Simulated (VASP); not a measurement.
A run of VASP 6.6.1 is set up as follows.

INCAR

```
SYSTEM = TlHg3S2
ALGO = Normal ; EDIFF = 1E-6
EDIFFG = -0.001 ; ENCUT = 600
GGA = PE ; IBRION = 2
ISIF = 3 ; ISMEAR = 0
LASPH = .True. ; LCHARG = .False.
LREAL = .False. ; LWAVE = .False.
NELM = 60 ; NSW = 80
PREC = Accurate ; SIGMA = 0.1
```

Contents of KPOINTS:

```
k-points
0
Gamma
  12 12 4
  0 0 0
```

Contents of POSCAR:

```
TlHg3S2
1.0
    4.1477779011      0.0000000000      0.0000000000
   -2.0738889506      3.5920810316      0.0000000000
    0.0000000000      0.0000000000     10.4667128859
Tl Hg S
1 3 2
Direct
    0.0000000000      0.0000000000      0.0000000000
    0.3333333333      0.6666666667      0.6839603168
    0.6666666667      0.3333333333      0.3160396832
    0.0000000000      0.0000000000      0.5000000000
    0.6666666667      0.3333333333      0.7970018005
    0.3333333333      0.6666666667      0.2029981995
```

Potentials or basis: VASP PAW PBE potentials, release 64 (Tl_d, Hg, S).

Launch:

```sh
$ cat potpaw_PBE.64/Tl_d/POTCAR potpaw_PBE.64/Hg/POTCAR potpaw_PBE.64/S/POTCAR > POTCAR
$ mpirun -np 1 vasp_std > vasp.out
```

(1) What does it give for the band gap on the k mesh?

(2) Predict the space group after relaxing (to 0.1 Å).

(3) Estimate the relaxed volume.

(4) Predict the relaxed cell.

Answers

(1) zero (an odd number of electrons rules out a gap without spin polarisation).

(2) P-3m1 (No. 164).

(3) 26.12 Å³/atom.

(4) a = 4.157 Å, b = 4.157 Å, c = 10.469 Å, α = 90.00°, β = 90.00°, γ = 120.00°.

Caveat: spin-orbit coupling is left out, which moves the levels of the heavy elements.
